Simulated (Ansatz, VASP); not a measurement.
**Mg2Si in VASP and in Ansatz**

Contents of INCAR:

```
PREC     = Accurate       # precision mode
ENCUT    = 600            # plane-wave cutoff, eV
EDIFF    = 1E-6           # SCF threshold, eV
ISMEAR   = 0              # smearing method
SIGMA    = 0.01           # smearing width, eV
LREAL    = F              # projectors in reciprocal space
LASPH    = T              # aspherical terms in the spheres
NELM     = 120            # most SCF steps
ALGO     = Normal         # electronic algorithm
ISIF     = 2              # what is computed and relaxed
LWAVE    = F              # write WAVECAR
LCHARG   = F              # write CHGCAR
GGA      = PE             # functional
NBANDS   = 11             # bands
GGA_COMPAT= F
```

Contents of KPOINTS:

```
Automatic mesh
0
Gamma
  6 6 6
```

POSCAR

```
Mg2Si
1.0
    0.0000000000      3.1498610219      3.1498610219
    3.1498610219      0.0000000000      3.1498610219
    3.1498610219      3.1498610219      0.0000000000
Mg Si
2 1
Direct
    0.2500000000      0.2500000000      0.2500000000
    0.7500000000      0.7500000000      0.7500000000
    0.0000000000      0.0000000000      0.0000000000
```

Input for Ansatz:

```yaml
crystal:
  lattice:
    - [0.0, 3.1498610219, 3.1498610219]
    - [3.1498610219, 0.0, 3.1498610219]
    - [3.1498610219, 3.1498610219, 0.0]
  atoms:
    - { symbol: Mg, position: [0.25, 0.25, 0.25] }
    - { symbol: Mg, position: [0.75, 0.75, 0.75] }
    - { symbol: Si, position: [0.0, 0.0, 0.0] }
kpoints:
  mp_grid: { grid: [6, 6, 6] }
hamiltonian:
  xc: pbe
scf:
  occupations: { method: fixed }
  n_extra_bands: 4
output:
  forces: true
  stress: true
  eigenvalues: true
```

Alike in both runs: task single point; functional PBE; k mesh 6 × 6 × 6; no spin polarisation.

```csv
,VASP,Ansatz
version,VASP 6.6.1,Ansatz 0.2.0
potentials or method,"VASP PAW PBE potentials, release 64 (Mg, Si)","plane waves, PAW"
plane-wave cutoff (eV),600,420
occupations,"gaussian, width 0.01 eV",fixed
valence electrons in the cell,8,24
```

```csv
,VASP,Ansatz,Ansatz less VASP
gap on the k mesh at the Fermi level (eV),0.17,0.17,+0.002
pressure (GPa),1.6,1.8,+0.12
```

VASP's potentials hold 8 valence electrons a cell and Ansatz's 24, so a difference there can come from the potentials and not from the codes.
